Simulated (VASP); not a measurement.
# Zr in VASP: single point with PBE

Aim: the single point of Zr with PBE.

All numbers are computed with VASP 6.6.1; they aren't measurements. Logs are shortened: lines on timing, memory, paths and dates and some standing lists are left out, and cuts for length are marked.

**1. The cell of the first run**

The typed cell holds 8 atoms: a = 4.910 Å, b = 4.910 Å, c = 11.978 Å, α = 90.00°, β = 90.00°, γ = 120.00°.

This isn't the form of Zr at room conditions, which is hcp.

**2. Single point, PBE**

File INCAR:

```
  PREC = Accurate
  ENCUT = 520
  EDIFF = 1E-6
  ISMEAR = 0
  SIGMA = 0.1
  LREAL = F
  LASPH = T
  NELM = 80
  ALGO = Fast
  ISIF = 2
  LWAVE = F
  LCHARG = F
  GGA = PE
  NBANDS = 58
```

File KPOINTS:

```
regular mesh
0
Gamma
  6 6 2
```

File POSCAR:

```
Zr
1.0
    4.9098304877      0.0000000000      0.0000000000
   -2.4549152438      4.2520379307      0.0000000000
    0.0000000000      0.0000000000     11.9779988732
Zr
8
Direct
    0.0000000000      0.0000000000      0.1162309182
    0.0000000000      0.0000000000      0.6162309182
    0.0000000000      0.0000000000      0.3837690818
    0.0000000000      0.0000000000      0.8837690818
    0.3333333333      0.6666666667     -0.0000411201
    0.6666666667      0.3333333333      0.4999588799
    0.3333333333      0.6666666667      0.5000411201
    0.6666666667      0.3333333333      1.0000411201
```

Potentials or basis: VASP PAW PBE potentials, release 64 (Zr_sv).

Launch:

```sh
$ cat potpaw_PBE.64/Zr_sv/POTCAR > POTCAR
$ mpirun -np 1 vasp_std > vasp.out
```

OUTCAR:

```text
PREC = Accurate
   ENCUT = 520
   EDIFF = 1E-6
   ISMEAR = 0
   LREAL = F
   LASPH = T
   NELM = 80
   ISIF = 2
   GGA = PE

 ion  position               nearest neighbor table
   1  0.000  0.000  0.116-   4 2.78   8 3.16   8 3.16   8 3.16   5 3.16   5 3.16   5 3.16   3 3.20

   2  0.000  0.000  0.616-   3 2.78   7 3.16   7 3.16   7 3.16   6 3.16   6 3.16   6 3.16   4 3.20

   3  0.000  0.000  0.384-   2 2.78   6 3.16   6 3.16   6 3.16   7 3.16   7 3.16   7 3.16   1 3.20

   4  0.000  0.000  0.884-   1 2.78   5 3.16   5 3.16   5 3.16   8 3.16   8 3.16   8 3.16   2 3.20

   5  0.333  0.667  1.000-   8 2.83   8 2.83   8 2.83   4 3.16   4 3.16   4 3.16   1 3.16   1 3.16
                             1 3.16
   6  0.667  0.333  0.500-   7 2.83   7 2.83   7 2.83   3 3.16   3 3.16   3 3.16   2 3.16   2 3.16
                             2 3.16
   7  0.333  0.667  0.500-   6 2.83   6 2.83   6 2.83   2 3.16   2 3.16   2 3.16   3 3.16   3 3.16
                             3 3.16
   8  0.667  0.333  0.000-   5 2.83   5 2.83   5 2.83   1 3.16   1 3.16   1 3.16   4 3.16   4 3.16
                             4 3.16

  LATTYP: Found a hexagonal cell.
 ALAT       =     4.9098304877
 C/A-ratio  =     2.4395951965

  Lattice vectors:

 A1 = (   4.9098304877,   0.0000000000,   0.0000000000)
 A2 = (  -2.4549152438,   4.2520379307,   0.0000000000)
 A3 = (   0.0000000000,   0.0000000000,  11.9779988732)

Analysis of symmetry for initial positions (statically):
=====================================================================
 Subroutine PRICEL returns:
 Original cell was already a primitive cell.

 Routine SETGRP: Setting up the symmetry group for a
 hexagonal supercell.

 Subroutine GETGRP returns: Found 24 space group operations
 (whereof 12 operations were pure point group operations)
 out of a pool of 24 trial point group operations.

The static configuration has the point symmetry D_3d.
 The point group associated with its full space group is D_6h.

Analysis of symmetry for dynamics (positions and initial velocities):
=====================================================================
 Subroutine PRICEL returns:
 Original cell was already a primitive cell.

 Routine SETGRP: Setting up the symmetry group for a
 hexagonal supercell.

 Subroutine GETGRP returns: Found 24 space group operations
 (whereof 12 operations were pure point group operations)
 out of a pool of 24 trial point group operations.

The dynamic configuration has the point symmetry D_3d.
 The point group associated with its full space group is D_6h.

 Subroutine INISYM returns: Found 24 space group operations
 (whereof 12 operations are pure point group operations),
 and found     1 'primitive' translations

----------------------------------------------------------------------------------------

                                     Primitive cell

  volume of cell :     250.0621

  direct lattice vectors                    reciprocal lattice vectors
     4.909830488  0.000000000  0.000000000     0.203673019  0.117590673  0.000000000
    -2.454915244  4.252037931  0.000000000     0.000000000  0.235181345  0.000000000
     0.000000000  0.000000000 11.977998873     0.000000000  0.000000000  0.083486400

  length of vectors
     4.909830488  4.909830488 11.977998873     0.235181345  0.235181345  0.083486400

  position of ions in fractional coordinates (direct lattice)
     0.000000000  0.000000000  0.116230918
     0.000000000  0.000000000  0.616230918
     0.000000000  0.000000000  0.383769082
     0.000000000  0.000000000  0.883769082
     0.333333333  0.666666667  0.999958880
     0.666666667  0.333333333  0.499958880
     0.333333333  0.666666667  0.500041120
     0.666666667  0.333333333  0.000041120

  ion indices of the primitive-cell ions
   primitive index   ion index
                 1           1
                 2           2
                 3           3
                 4           4
                 5           5
                 6           6
                 7           7
                 8           8

----------------------------------------------------------------------------------------

 KPOINTS: regular mesh

Automatic generation of k-mesh.
 Grid dimensions read from file:
 generate k-points for:    6    6    2

 Generating k-lattice:

  Cartesian coordinates                     Fractional coordinates (reciprocal lattice)
     0.033945503  0.019598445  0.000000000     0.166666667 -0.000000000  0.000000000
     0.000000000  0.039196891  0.000000000     0.000000000  0.166666667  0.000000000
     0.000000000  0.000000000  0.041743200     0.000000000  0.000000000  0.500000000

  Length of vectors
     0.039196891  0.039196891  0.041743200

  Shift w.r.t. Gamma in fractional coordinates (k-lattice)
     0.000000000  0.000000000  0.000000000

 Subroutine IBZKPT returns following result:
 ===========================================

 Found     14 irreducible k-points:

 Following reciprocal coordinates:
            Coordinates               Weight
  0.000000  0.000000  0.000000      1.000000
  0.166667  0.000000  0.000000      6.000000
  0.333333 -0.000000  0.000000      6.000000
  0.500000 -0.000000  0.000000      3.000000
  0.166667  0.166667  0.000000      6.000000
  0.333333  0.166667  0.000000     12.000000
  0.333333  0.333333  0.000000      2.000000
  0.000000  0.000000  0.500000      1.000000
  0.166667  0.000000  0.500000      6.000000
  0.333333 -0.000000  0.500000      6.000000
  0.500000 -0.000000  0.500000      3.000000
  0.166667  0.166667  0.500000      6.000000
  0.333333  0.166667  0.500000     12.000000
  0.333333  0.333333  0.500000      2.000000
   k-points           NKPTS =     14   k-points in BZ     NKDIM =     14   number of bands    NBANDS=     58
   number of dos      NEDOS =    301   number of ions     NIONS =      8
   total plane-waves  NPLWV = 144000
   dimension x,y,z NGX =    40 NGY =   40 NGZ =   90
   dimension x,y,z NGXF=    80 NGYF=   80 NGZF=  180
   ions per type =               8
   NGX,Y,Z   is equivalent  to a cutoff of  13.54, 13.54, 12.49 a.u.
   NGXF,Y,Z  is equivalent  to a cutoff of  27.09, 27.09, 24.98 a.u.
 SYSTEM =  unknown system
   PREC   = accura    normal or accurate (medium, high low for compatibility)
   ISTART =      0    job   : 0-new  1-cont  2-samecut
   ICHARG =      2    charge: 1-file 2-atom 10-const
   ISPIN  =      1    spin polarized calculation?
   LNONCOLLINEAR =      F non collinear calculations
   LSORBIT =      F    spin-orbit coupling
   LASPH  =      T    aspherical Exc in radial PAW
   ENCUT  =  520.0 eV  38.22 Ry    6.18 a.u.   9.13  9.13 22.27*2*pi/ulx,y,z
   NELM   =     80;   NELMIN=  2; NELMDL= -5     # of ELM steps
   EDIFF  = 0.1E-05   stopping-criterion for ELM
   LREAL  =      F    real-space projection
   EDIFFG = 0.1E-04   stopping-criterion for IOM
   NSW    =      0    number of steps for IOM
   IBRION =     -1    ionic relax: 0-MD 1-quasi-New 2-CG
   NFREE  =      0    steps in history (QN), initial steepest desc. (CG)
   ISIF   =      2    stress and relaxation
   ISYM   =      2    0-nonsym 1-usesym 2-fastsym
   POTIM  = 0.5000    time-step for ionic-motion
   TEBEG  =    0.0;   TEEND  =   0.0 temperature during run
   PSTRESS=    0.0 pullay stress
   NELECT =      96.0000    total number of electrons
   NUPDOWN=      -1.0000    fix difference up-down
   EMIN   =  10.00;   EMAX   =-10.00  energy-range for DOS
   EFERMI =   0.00;   METHOD = LEGACY
   ISMEAR =     0;   SIGMA  =   0.10  broadening in eV -4-tet -1-fermi 0-gaus
   EFERMI_NEDOS =   21; number of points for ismear=-14 and -15
   IALGO  =     68    algorithm
   IMIX   =      4    mixing-type and parameters
     AMIX     =   0.40;   BMIX     =  1.00
     AMIX_MAG =   1.60;   BMIX_MAG =  1.00
  volume/ion in A,a.u.               =      31.26       210.94
  Fermi-wavevector in a.u.,A,eV,Ry     =   1.189824  2.248441 19.261501  1.415680
  Thomas-Fermi vector in A             =   2.325922
   LORBIT       =      0    0 simple, 1 ext, 2 COOP (PROOUT), +10 PAW based schemes
   GGA     = PE    functional components
   LHFCALC =     F    Hartree Fock is set to
   AEXX    =    0.0000 exact exchange contribution
   IVDW    =     0    specifies the selected vdW correction
   LEPSILON=     F    determine dielectric tensor
   LRPA    =     F    only Hartree local field effects (RPA)
 non-spin polarized calculation
 RMM-DIIS sequential band-by-band and
 Gauss-broadening in eV      SIGMA  =   0.10
  energy-cutoff  :      520.00
  volume of cell :      250.06
 maximum number of plane-waves:      6770
 NGX is ok and might be reduce to    40
   NGX = 19   NGY = 19   NGZ = 45

 number of electron      96.0000000 magnetization

 Free energy of the ion-electron system (eV)
  ---------------------------------------------------
  ext. energy  EPLUGINS =         0.00000000
  ---------------------------------------------------
  free energy    TOTEN  =       -61.30562928 eV

  energy without entropy =      -61.27495430  energy(sigma->0) =      -61.29029179

 E-fermi :   5.6489     XC(G=0):  -9.3966

 val. band max:        5.6384705047   @ k =   0.0000   0.0000   0.0000
 cond. band min:       5.6903121963   @ k =   0.1667   0.1667   0.5000
 fundamental gap:      0.0518416916
 Fermi energy:         5.6488781162

 k-point     1 :       0.0000    0.0000    0.0000
  band No.  band energies     occupation
      1     -43.3059      2.00000
      2     -43.2840      2.00000
      3     -43.1822      2.00000
      4     -43.1585      2.00000
      5     -42.9103      2.00000
      6     -42.9091      2.00000
[... 50 lines left out ...]
     57       7.4211      0.00000
     58       7.9191      0.00000

 k-point     2 :       0.1667    0.0000    0.0000
  band No.  band energies     occupation
      1     -43.3015      2.00000
      2     -43.2794      2.00000
      3     -43.1821      2.00000
      4     -43.1584      2.00000
      5     -42.8989      2.00000
      6     -42.8980      2.00000
[... 727 lines left out ...]
      2     -43.2776      2.00000
      3     -43.1688      2.00000
      4     -43.1688      2.00000
      5     -42.7920      2.00000
      6     -42.7920      2.00000
[... 50 lines left out ...]
     57       6.8738      0.00000
     58       6.8741      0.00000

------------------------ aborting loop because EDIFF is reached ----------------------------------------

  FORCE on cell =-STRESS in cart. coord.  units (eV):
  Direction    XX          YY          ZZ          XY          YZ          ZX
  --------------------------------------------------------------------------------------
  -------------------------------------------------------------------------------------
  Total        0.4572419      0.4572419     -0.2355427      0.0000000      0.0000000      0.0000000
  in kB        2.9296029      2.9296029     -1.5091498      0.0000000      0.0000000      0.0000000
  external PRESSURE =       1.4500186 kB  Pullay stress =       0.0000000 kB

 VOLUME and BASIS-vectors are now :
 -----------------------------------------------------------------------------
  energy-cutoff  :      520.00
  volume of cell :      250.06
      direct lattice vectors                 reciprocal lattice vectors
     4.909830488  0.000000000  0.000000000     0.203673019  0.117590673  0.000000000
    -2.454915244  4.252037931  0.000000000     0.000000000  0.235181345  0.000000000
     0.000000000  0.000000000 11.977998873     0.000000000  0.000000000  0.083486400

 POSITION                                       TOTAL-FORCE (eV/Angst)
 -----------------------------------------------------------------------------------
      0.00000      0.00000      1.39221        -0.000000     -0.000000      0.023049
      0.00000      0.00000      7.38121        -0.000000      0.000000      0.023049
      0.00000      0.00000      4.59679        -0.000000     -0.000000     -0.023049
      0.00000      0.00000     10.58579        -0.000000      0.000000     -0.023049
     -0.00000      2.83469     11.97751         0.000000      0.000000      0.003496
      2.45492      1.41735      5.98851         0.000000      0.000000      0.003496
     -0.00000      2.83469      5.98949         0.000000     -0.000000     -0.003496
      2.45492      1.41735      0.00049        -0.000000     -0.000000     -0.003496
 -----------------------------------------------------------------------------------
    total drift:                                0.000000     -0.000000     -0.000000

  FREE ENERGIE OF THE ION-ELECTRON SYSTEM (eV)
  ---------------------------------------------------
  free  energy   TOTEN  =       -61.3056292808 eV

  energy  without entropy=      -61.2749542974  energy(sigma->0) =      -61.29029179
```

It took 8.9 min on 1 thread of Intel Xeon 6975P-C (Granite Rapids), shared host; peak memory 0.43 GiB.

What came out:

```
Free energy            : -61.3056 eV
Pressure               : 0.1 GPa
Largest force          : 0.023 eV/Å
Band gap on the k mesh : zero (bands 48 and 49 overlap by 0.65 eV)
```

Forces in eV/Å, atoms in the order of the input:
```
Zr   0.000  0.000  0.023
Zr   0.000  0.000  0.023
Zr   0.000  0.000 -0.023
Zr   0.000  0.000 -0.023
Zr   0.000  0.000  0.003
Zr   0.000  0.000  0.003
Zr   0.000  0.000 -0.003
Zr   0.000  0.000 -0.003
```

Levels at points of the mesh, in eV from the Fermi level:
| k point | band 44 | band 45 | band 46 | band 47 | band 48 | band 49 | band 50 | band 51 | band 52 | band 53 |
| --- | --- | --- | --- | --- | --- | --- | --- | --- | --- | --- |
| (0.00, 0.00, 0.00) | -1.30 | -0.79 | -0.71 | -0.44 | -0.01 | -0.01 | 0.25 | 0.25 | 0.91 | 1.62 |
| (0.50, 0.00, 0.00) | -0.59 | -0.52 | -0.51 | -0.40 | 0.26 | 0.38 | 0.46 | 0.64 | 0.69 | 0.88 |
| (0.00, 0.00, 0.50) | -1.39 | -1.10 | -1.10 | 0.13 | 0.13 | 0.13 | 0.13 | 0.20 | 0.20 | 1.74 |
| (0.50, 0.00, 0.50) | -0.91 | -0.55 | -0.55 | -0.23 | -0.23 | 0.31 | 0.31 | 0.89 | 0.89 | 0.97 |

The gap in the log of VASP goes by the Fermi energy; the results here count the filled bands.